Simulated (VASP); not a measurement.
Au, 1 atom in the cell. It takes space group Fm-3m (No. 225, cubic). Conventional cell: a = 4.070 Å, b = 4.070 Å, c = 4.070 Å, α = 90.00°, β = 90.00°, γ = 90.00°. Au (site symmetry m-3m) has 12 Au at 2.88 Å within 3.8 Å. 

```yaml
Program: VASP 6.6.1
Task: relaxation of cell and atoms
Functional: PBEsol-based screened hybrid with 25 % exact exchange
Potentials_or_basis: VASP PAW PBE potentials, release 64 (Au)
Cutoff: 600 eV
k_mesh: 6 × 6 × 6
Occupations: fermi-dirac, width 0.05 eV
Spin: no spin polarisation
Dipole_correction: no
Grid_for_exact_exchange_PRECFOCK: Normal
Share_of_exact_exchange: 0.25
Further_INCAR_settings: ALGO = Normal; EDIFF = 1e-06; IBRION = 2; EDIFFG = -0.01; NSW = 60; ISIF = 3
Screening_parameter: 0.207 1/Å
```

Potentials or basis: VASP PAW PBE potentials, release 64 (Au).

Launch:

```bash
$ cat potpaw_PBE.64/Au/POTCAR > POTCAR
$ cp INCAR.step1 INCAR
$ mpirun -np 1 vasp_std > vasp.out
$ cp INCAR.step2 INCAR
$ mpirun -np 1 vasp_std > vasp.out
```

Hardware: 1 thread of Intel(R) Xeon(R) Platinum 8375C CPU @ 2.90GHz (Ice Lake), with other jobs on the host.

**Question.** How long does it take, and how much memory?

**Answer.** Run time: 31 min on 1 thread of Intel(R) Xeon(R) Platinum 8375C CPU @ 2.90GHz (Ice Lake), on a shared host, peak memory 0.26 GiB. Counts: k points 16, ion steps 3.
